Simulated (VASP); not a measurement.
Here is a VASP 6.6.1 calculation.

The input INCAR:

```
SYSTEM = MgZnO4
PREC     = Accurate       ! precision mode
ENCUT    = 520            ! plane-wave cutoff, eV
EDIFF    = 1E-6           ! SCF threshold, eV
ISMEAR   = 0              ! smearing method
SIGMA    = 0.1            ! smearing width, eV
LREAL    = .FALSE.        ! projectors in reciprocal space
LASPH    = .TRUE.         ! aspherical terms in the spheres
NELM     = 150            ! most SCF steps
ALGO     = Normal         ! electronic algorithm
ISIF     = 2              ! what is computed and relaxed
LWAVE    = .FALSE.        ! write WAVECAR
LCHARG   = .TRUE.         ! write CHGCAR
ISPIN    = 2              ! spin polarisation
MAGMOM   = 0 0 1 1 1 1    ! initial moments
LORBIT   = 11             ! projections on sites
GGA      = PE             ! functional
LELF     = .TRUE.         ! ELF
LVHAR    = .TRUE.       
NBANDS   = 32             ! bands
```

File KPOINTS:

```
regular mesh
0
G
  4 4 6
  0 0 0
```

File POSCAR:

```
MgZnO4
1.0
    3.3286075600     -3.3959146900      0.0000000000
    3.3286075600      3.3959146900      0.0000000000
    0.0000000000      0.0000000000      3.1442419400
Mg Zn O
1 1 4
Direct
    0.5000000000      0.5000000000      0.5000000000
    0.0000000000      0.0000000000      0.0000000000
    0.3064037600      0.6935962400      0.0000000000
    0.6935962400      0.3064037600      0.0000000000
    0.1981042400      0.1981042400      0.5000000000
    0.8018957600      0.8018957600      0.5000000000
```

Potentials or basis: VASP PAW PBE potentials, release 64 (Mg, Zn, O).

Run with:

```sh
$ cat potpaw_PBE.64/Mg/POTCAR potpaw_PBE.64/Zn/POTCAR potpaw_PBE.64/O/POTCAR > POTCAR
$ mpirun -np 1 vasp_std > vasp.out
```

Task: What does it give for the net moment?

Result: 0.00 μB per cell.

Task: What does it give for the pressure?

Result: -5.1 GPa.

Task: Predict the largest force.

Result: 0.644 eV/Å.

Task: Estimate the band gap on the k mesh.

Result: Zero (filled and empty bands overlap).

Stress tensor (GPa, compression positive):
```
-2.21  0.00  0.00
 0.00 -9.02  0.00
 0.00  0.00 -4.08
```

Caveat: the cell stands under tension; semilocal functionals underestimate gaps, so a narrow gap can read as zero.
